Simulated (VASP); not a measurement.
MgO, 16 atoms in the cell. The typed cell holds 16 atoms: a = 5.981 Å, b = 5.981 Å, c = 6.616 Å, α = 106.05°, β = 106.05°, γ = 112.85°.  This cell differs from its parent crystal: dynamics (nvt langevin) at 200 K, volume x 1.0, from the last frame before.

```yaml
Program: VASP 6.6.1
Task: single point
Functional: PBE
Potentials_or_basis: VASP PAW PBE potentials, release 64 (Mg, O)
Cutoff: 520 eV
k_mesh: 2 × 2 × 2, shifted
Occupations: fermi-dirac, width 0.02 eV
Spin: no spin polarisation
Dipole_correction: no
Further_INCAR_settings: LREAL = Auto; ALGO = Normal; EDIFF = 1e-06; NBANDS = 46
```

Potentials or basis: VASP PAW PBE potentials, release 64 (Mg, O).

Run with:

```bash
$ cat potpaw_PBE.64/Mg/POTCAR potpaw_PBE.64/O/POTCAR > POTCAR
$ mpirun -np 1 vasp_std > vasp.out
```

Hardware: 1 thread of Intel(R) Xeon(R) 6975P-C (Granite Rapids), on a shared host.

**Question.** How long does it take, and how much memory?

**Answer.** It took 37 s on 1 thread of Intel(R) Xeon(R) 6975P-C (Granite Rapids), with other jobs on the host, peak memory 0.32 GiB. Counts: scf iterations 14, k points 4.
